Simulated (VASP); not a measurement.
# Ga (Fd-3m) in VASP: electric field gradients with r2SCAN

Aim: the electric field gradients of Ga with r2SCAN.

Everything below comes from runs of VASP 6.6.1. Logs are shortened: lines on timing, memory, paths and dates and some standing lists are left out, and cuts for length are marked.

### 1 The cell of the first run

Symmetry: Fd-3m, No. 227, cubic system. Conventional cell: a = 5.749 Å, b = 5.749 Å, c = 5.749 Å, α = 90.00°, β = 90.00°, γ = 90.00°. Ga (site symmetry -43m) has 4 Ga at 2.49 Å within 3.3 Å.

### 2 Electric field gradients, r2SCAN

Contents of POSCAR:

```
Ga
1.0
    0.0000000000      2.8744485395      2.8744485395
    2.8744485395      0.0000000000      2.8744485395
    2.8744485395      2.8744485395      0.0000000000
Ga
2
Direct
   -0.1250000000     -0.1250000000     -0.1250000000
    0.1250000000      0.1250000000      0.1250000000
```

Contents of INCAR.step1:

```
  PREC = Accurate
  ENCUT = 520
  ISMEAR = -1
  SIGMA = 0.05
  LREAL = F
  LASPH = T
  NELM = 80
  NBANDS = 20
  GGA = PE
  ALGO = Normal
  EDIFF = 1E-4
  LWAVE = T
  LCHARG = F
```

Contents of INCAR.step2:

```
  PREC = Accurate
  ENCUT = 520
  EDIFF = 1E-8
  ISMEAR = -1
  SIGMA = 0.05
  LREAL = F
  LASPH = T
  NELM = 80
  ALGO = Normal
  ISIF = 2
  LWAVE = F
  LCHARG = F
  METAGGA = R2SCAN
  LMIXTAU = T
  LEFG = T
  NBANDS = 20
  ISTART = 1
```

Contents of KPOINTS:

```
regular mesh
0
Gamma
  9 9 9
```

Potentials or basis: VASP PAW PBE potentials, release 64 (Ga_d).

The run is started by

```bash
$ cat potpaw_PBE.64/Ga_d/POTCAR > POTCAR
$ cp INCAR.step1 INCAR
$ mpirun -np 1 vasp_std > vasp.out
$ cp INCAR.step2 INCAR
$ mpirun -np 1 vasp_std > vasp.out
```

OUTCAR:

```text
PREC = Accurate
   ENCUT = 520
   EDIFF = 1E-8
   ISMEAR = -1
   LREAL = F
   LASPH = T
   NELM = 80
   ISIF = 2
   METAGGA = R2SCAN
   ISTART = 1

 ion  position               nearest neighbor table
   1  0.875  0.875  0.875-   2 2.49   2 2.49   2 2.49   2 2.49
   2  0.125  0.125  0.125-   1 2.49   1 2.49   1 2.49   1 2.49

  LATTYP: Found a face centered cubic cell.
 ALAT       =     5.7488970790

  Lattice vectors:

 A1 = (   0.0000000000,   2.8744485395,   2.8744485395)
 A2 = (   2.8744485395,   0.0000000000,   2.8744485395)
 A3 = (   2.8744485395,   2.8744485395,   0.0000000000)

Analysis of symmetry for initial positions (statically):
=====================================================================
 Subroutine PRICEL returns:
 Original cell was already a primitive cell.

 Routine SETGRP: Setting up the symmetry group for a
 face centered cubic supercell.

 Subroutine GETGRP returns: Found 48 space group operations
 (whereof 12 operations were pure point group operations)
 out of a pool of 48 trial point group operations.

The static configuration has the point symmetry D_3d.
 The point group associated with its full space group is O_h .

Analysis of symmetry for dynamics (positions and initial velocities):
=====================================================================
 Subroutine PRICEL returns:
 Original cell was already a primitive cell.

 Routine SETGRP: Setting up the symmetry group for a
 face centered cubic supercell.

 Subroutine GETGRP returns: Found 48 space group operations
 (whereof 12 operations were pure point group operations)
 out of a pool of 48 trial point group operations.

The dynamic configuration has the point symmetry D_3d.
 The point group associated with its full space group is O_h .

 Subroutine INISYM returns: Found 48 space group operations
 (whereof 12 operations are pure point group operations),
 and found     1 'primitive' translations

----------------------------------------------------------------------------------------

                                     Primitive cell

  volume of cell :      47.5000

  direct lattice vectors                    reciprocal lattice vectors
     0.000000000  2.874448539  2.874448539    -0.173946409  0.173946409  0.173946409
     2.874448539  0.000000000  2.874448539     0.173946409 -0.173946409  0.173946409
     2.874448539  2.874448539  0.000000000     0.173946409  0.173946409 -0.173946409

  length of vectors
     4.065084109  4.065084109  4.065084109     0.301284017  0.301284017  0.301284017

  position of ions in fractional coordinates (direct lattice)
     0.875000000  0.875000000  0.875000000
     0.125000000  0.125000000  0.125000000

  ion indices of the primitive-cell ions
   primitive index   ion index
                 1           1
                 2           2

----------------------------------------------------------------------------------------

 KPOINTS: regular mesh

Automatic generation of k-mesh.
 Grid dimensions read from file:
 generate k-points for:    9    9    9

 Generating k-lattice:

  Cartesian coordinates                     Fractional coordinates (reciprocal lattice)
    -0.019327379  0.019327379  0.019327379     0.111111111  0.000000000  0.000000000
     0.019327379 -0.019327379  0.019327379     0.000000000  0.111111111  0.000000000
     0.019327379  0.019327379 -0.019327379     0.000000000  0.000000000  0.111111111

  Length of vectors
     0.033476002  0.033476002  0.033476002

  Shift w.r.t. Gamma in fractional coordinates (k-lattice)
     0.000000000  0.000000000  0.000000000

 Subroutine IBZKPT returns following result:
 ===========================================

 Found     35 irreducible k-points:

 Following reciprocal coordinates:
            Coordinates               Weight
  0.000000  0.000000  0.000000      1.000000
  0.111111  0.000000  0.000000      8.000000
  0.222222  0.000000  0.000000      8.000000
  0.333333  0.000000  0.000000      8.000000
  0.444444  0.000000  0.000000      8.000000
  0.111111  0.111111  0.000000      6.000000
[... 16 lines left out ...]
 -0.333333  0.333333  0.000000     12.000000
  0.444444  0.444444  0.000000      6.000000
 [... further k-points ...]
   k-points           NKPTS =     35   k-points in BZ     NKDIM =     35   number of bands    NBANDS=     20
   number of dos      NEDOS =    301   number of ions     NIONS =      2
   total plane-waves  NPLWV =  27000
   dimension x,y,z NGX =    30 NGY =   30 NGZ =   30
   dimension x,y,z NGXF=    60 NGYF=   60 NGZF=   60
   ions per type =               2
   NGX,Y,Z   is equivalent  to a cutoff of  12.27, 12.27, 12.27 a.u.
   NGXF,Y,Z  is equivalent  to a cutoff of  24.54, 24.54, 24.54 a.u.
 SYSTEM =  unknown system
   PREC   = accura    normal or accurate (medium, high low for compatibility)
   ISTART =      1    job   : 0-new  1-cont  2-samecut
   ICHARG =      0    charge: 1-file 2-atom 10-const
   ISPIN  =      1    spin polarized calculation?
   LNONCOLLINEAR =      F non collinear calculations
   LSORBIT =      F    spin-orbit coupling
   LASPH  =      T    aspherical Exc in radial PAW
   ENCUT  =  520.0 eV  38.22 Ry    6.18 a.u.   7.56  7.56  7.56*2*pi/ulx,y,z
   NELM   =     80;   NELMIN=  2; NELMDL=  0     # of ELM steps
   EDIFF  = 0.1E-07   stopping-criterion for ELM
   LREAL  =      F    real-space projection
   EDIFFG = 0.1E-06   stopping-criterion for IOM
   NSW    =      0    number of steps for IOM
   IBRION =     -1    ionic relax: 0-MD 1-quasi-New 2-CG
   NFREE  =      0    steps in history (QN), initial steepest desc. (CG)
   ISIF   =      2    stress and relaxation
   ISYM   =      2    0-nonsym 1-usesym 2-fastsym
   POTIM  = 0.5000    time-step for ionic-motion
   TEBEG  =    0.0;   TEEND  =   0.0 temperature during run
   PSTRESS=    0.0 pullay stress
   NELECT =      26.0000    total number of electrons
   NUPDOWN=      -1.0000    fix difference up-down
   EMIN   =  10.00;   EMAX   =-10.00  energy-range for DOS
   EFERMI =   0.00;   METHOD = LEGACY
   ISMEAR =    -1;   SIGMA  =   0.05  broadening in eV -4-tet -1-fermi 0-gaus
   EFERMI_NEDOS =   21; number of points for ismear=-14 and -15
   IALGO  =     38    algorithm
   IMIX   =      4    mixing-type and parameters
     AMIX     =   0.40;   BMIX     =  1.00
     AMIX_MAG =   1.60;   BMIX_MAG =  1.00
  volume/ion in A,a.u.               =      23.75       160.27
  Fermi-wavevector in a.u.,A,eV,Ry     =   1.339167  2.530659 24.400257  1.793368
  Thomas-Fermi vector in A             =   2.467580
   LORBIT       =      0    0 simple, 1 ext, 2 COOP (PROOUT), +10 PAW based schemes
   METAGGA = R2SCAN    functional components
   LHFCALC =     F    Hartree Fock is set to
   AEXX    =    0.0000 exact exchange contribution
   IVDW    =     0    specifies the selected vdW correction
   LEPSILON=     F    determine dielectric tensor
   LRPA    =     F    only Hartree local field effects (RPA)
 non-spin polarized calculation
  energy-cutoff  :      520.00
  volume of cell :       47.50
 maximum number of plane-waves:      1299
   NGX = 15   NGY = 15   NGZ = 15

 number of electron      26.0000023 magnetization

 Free energy of the ion-electron system (eV)
  ---------------------------------------------------
  ext. energy  EPLUGINS =         0.00000000
  ---------------------------------------------------
  free energy    TOTEN  =       -22.25703294 eV

  energy without entropy =      -22.24669754  energy(sigma->0) =      -22.25186524

 E-fermi :   2.8515     XC(G=0): -10.4541

 val. band max:        2.8157914750   @ k =   0.4444   0.3333   0.1111
 cond. band min:       2.8515774571   @ k =   0.3333   0.2222   0.1111
 fundamental gap:      0.0357859821
 Fermi energy:         2.8514569958

 k-point     1 :       0.0000    0.0000    0.0000
  band No.  band energies     occupation
      1     -12.4465      2.00000
      2     -12.4465      2.00000
      3     -12.4464      2.00000
      4     -12.3991      2.00000
      5     -12.3991      2.00000
      6     -12.0359      2.00000
[... 12 lines left out ...]
     19      11.5990      0.00000
     20      14.7247      0.00000

 k-point     2 :       0.1111    0.0000    0.0000
  band No.  band energies     occupation
      1     -12.4606      2.00000
      2     -12.4606      2.00000
      3     -12.4438      2.00000
      4     -12.3788      2.00000
      5     -12.3788      2.00000
      6     -12.0437      2.00000
[... 12 lines left out ...]
     19      12.4387      0.00000
     20      13.6887      0.00000

 k-point     3 :       0.2222    0.0000    0.0000
  band No.  band energies     occupation
      1     -12.4760      2.00000
      2     -12.4760      2.00000
      3     -12.4369      2.00000
      4     -12.3496      2.00000
      5     -12.3496      2.00000
      6     -12.0566      2.00000
[... 12 lines left out ...]
     19      13.0041      0.00000
     20      13.2727      0.00000

 k-point     4 :       0.3333    0.0000    0.0000
  band No.  band energies     occupation
      1     -12.4817      2.00000
      2     -12.4816      2.00000
      3     -12.4292      2.00000
      4     -12.3326      2.00000
      5     -12.3326      2.00000
      6     -12.0741      2.00000
[... 12 lines left out ...]
     19      13.6286      0.00000
     20      14.1707      0.00000

 k-point     5 :       0.4444    0.0000    0.0000
  band No.  band energies     occupation
      1     -12.4814      2.00000
      2     -12.4814      2.00000
      3     -12.4241      2.00000
      4     -12.3284      2.00000
      5     -12.3284      2.00000
      6     -12.0858      2.00000
[... 12 lines left out ...]
     19      15.7066      0.00000
     20      15.9798      0.00000
[... 353 lines left out ...]
      6     -12.1746      2.00000
[... 12 lines left out ...]
     19      17.0936      0.00000
     20      17.5344      0.00000

 k-point    22 :      -0.4444    0.3333    0.0000
  band No.  band energies     occupation
      1     -12.5263      2.00000
      2     -12.4940      2.00000
      3     -12.3901      2.00000
      4     -12.2794      2.00000
      5     -12.2200      2.00000
      6     -12.1815      2.00000
[... 12 lines left out ...]
     19      15.2437      0.00000
     20      15.9173      0.00000

 k-point    23 :      -0.3333    0.3333    0.0000
  band No.  band energies     occupation
      1     -12.5320      2.00000
      2     -12.5001      2.00000
      3     -12.3757      2.00000
      4     -12.2391      2.00000
      5     -12.2159      2.00000
      6     -12.2150      2.00000
[... 12 lines left out ...]
     19      12.9091      0.00000
     20      14.0763      0.00000

 k-point    24 :       0.4444    0.4444    0.0000
  band No.  band energies     occupation
      1     -12.4894      2.00000
      2     -12.4893      2.00000
      3     -12.4245      2.00000
      4     -12.3549      2.00000
      5     -12.2103      2.00000
      6     -12.1345      2.00000
[... 12 lines left out ...]
     19      17.0965      0.00000
     20      18.0893      0.00000

 [... further k-points ...]
[... 5 lines left out ...]
  --------------------------------------------------------------------------------------
  -------------------------------------------------------------------------------------
  Total        0.1684433      0.1684433      0.1684433      0.0000000     -0.0000000      0.0000000
  in kB        5.6815992      5.6815992      5.6815992      0.0000000     -0.0000000      0.0000000
  external PRESSURE =       5.6815992 kB  Pullay stress =       0.0000000 kB

 VOLUME and BASIS-vectors are now :
 -----------------------------------------------------------------------------
  energy-cutoff  :      520.00
  volume of cell :       47.50
      direct lattice vectors                 reciprocal lattice vectors
     0.000000000  2.874448539  2.874448539    -0.173946409  0.173946409  0.173946409
     2.874448539  0.000000000  2.874448539     0.173946409 -0.173946409  0.173946409
     2.874448539  2.874448539  0.000000000     0.173946409  0.173946409 -0.173946409

 POSITION                                       TOTAL-FORCE (eV/Angst)
 -----------------------------------------------------------------------------------
      5.03028      5.03028      5.03028        -0.000000     -0.000000     -0.000000
      0.71861      0.71861      0.71861         0.000000      0.000000      0.000000
 -----------------------------------------------------------------------------------
    total drift:                               -0.000000      0.000000      0.000000

  FREE ENERGIE OF THE ION-ELECTRON SYSTEM (eV)
  ---------------------------------------------------
  free  energy   TOTEN  =       -22.2570329364 eV

  energy  without entropy=      -22.2466975413  energy(sigma->0) =      -22.25186524

 Electric field gradients (V/A^2)
---------------------------------------------------------------------
 ion       V_xx      V_yy      V_zz      V_xy      V_xz      V_yz
---------------------------------------------------------------------
   1       0.000     0.000    -0.000     0.004     0.004     0.004
   2       0.000     0.000    -0.000     0.004     0.004     0.004
---------------------------------------------------------------------

 Electric field gradients after diagonalization (V/A^2)
 (convention: |V_zz| > |V_xx| > |V_yy|)
----------------------------------------------------------------------
 ion       V_xx      V_yy      V_zz     asymmetry (V_yy - V_xx)/ V_zz
----------------------------------------------------------------------
   1      -0.004    -0.004     0.008       0.000
   2      -0.004    -0.004     0.008       0.000
----------------------------------------------------------------------

           NMR quadrupolar parameters

 Cq : quadrupolar parameter    Cq=e*Q*V_zz/h
 eta: asymmetry parameters     (V_yy - V_xx)/ V_zz
 Q  : nuclear electric quadrupole moment in mb (millibarn)
----------------------------------------------------------------------
 ion       Cq(MHz)       eta       Q (mb)
----------------------------------------------------------------------
   1       0.000       0.000       1.000
   2       0.000       0.000       1.000
----------------------------------------------------------------------
```

Run time: 3.1 min. Hardware: 1 thread of AMD EPYC 7R13 (Zen 3), shared host; peak memory 0.15 GiB.

What came out:

| Quantity | Value |
| --- | --- |
| Free energy | -22.2570 eV |
| Pressure | 0.6 GPa |
| Band gap on the k mesh | zero (band 13 reaches 5.87 eV, above the bottom of band 14 at 1.68 eV) |

Caveat: without QUAD_EFG the Cq values of the log hold for a quadrupole moment of 1 mb, not for the nuclei; the PAW data sets were made with another functional, which shifts forces and pressure a little.
